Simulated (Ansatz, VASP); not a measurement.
# I in VASP and in Ansatz

The input INCAR:

```
ALGO = Normal
EDIFF = 1E-8
ENCUT = 520
GGA = PE
ISIF = 2
ISMEAR = -1
LASPH = T
LCHARG = F
LEFG = T
LREAL = F
LWAVE = F
NBANDS = 10
NELM = 60
PREC = Accurate
SIGMA = 0.08
```

Contents of KPOINTS:

```
k-points
0
Gamma
  14 14 14
```

The input POSCAR:

```
I
1.0
    0.0000000000      2.6005916619      2.6005916619
    2.6005916619      0.0000000000      2.6005916619
    2.6005916619      2.6005916619      0.0000000000
I
1
Direct
    0.0000000000      0.0000000000      0.0000000000
```

Input for Ansatz:

```yaml
crystal:
  lattice:
    - [0.0, 2.6005916619, 2.6005916619]
    - [2.6005916619, 0.0, 2.6005916619]
    - [2.6005916619, 2.6005916619, 0.0]
  atoms:
    - { symbol: I, position: [0.0, 0.0, 0.0] }
kpoints:
  mp_grid: { grid: [14, 14, 14] }
  band_path:
    path:
      - [0.0, 0.0, 0.0]
      - [0.5, 0.0, 0.5]
      - [0.625, 0.25, 0.625]
      - [0.375, 0.375, 0.75]
      - [0.0, 0.0, 0.0]
      - [0.5, 0.5, 0.5]
      - [0.5, 0.25, 0.75]
      - [0.5, 0.0, 0.5]
    npoints: 8
scf:
  occupations: { method: fermi_dirac, width: 0.08 }
hamiltonian:
  xc: pbe
  pseudopotentials: { kind: paw }
output:
  forces: true
  stress: true
  eigenvalues: true
  efg: { contact_densities: true }
  populations: true
  bader: true
  dos: { projected: true, de: 0.2, e_range: [-14, 8] }
```

Alike in both runs: task electric field gradients; functional PBE; k mesh 14 × 14 × 14; occupations fermi-dirac, width 0.08 eV; no spin polarisation.

|  | VASP | Ansatz |
| --- | --- | --- |
| version | VASP 6.6.1 | Ansatz 0.2.0 |
| potentials or method | VASP PAW PBE potentials, release 64 (I) | PAW with Ansatz's default frozen-core files, scalar-relativistic |
| plane-wave cutoff (eV) | 520 | 420 |
| valence electrons in the cell | 7 | 17 |

```csv
,VASP,Ansatz,Ansatz less VASP
pressure (GPa),0.0,0.0,+0.02
```

VASP's potentials hold 7 valence electrons a cell and Ansatz's 17, so a difference there can come from the potentials and not from the codes.

Spin-orbit coupling is off throughout.
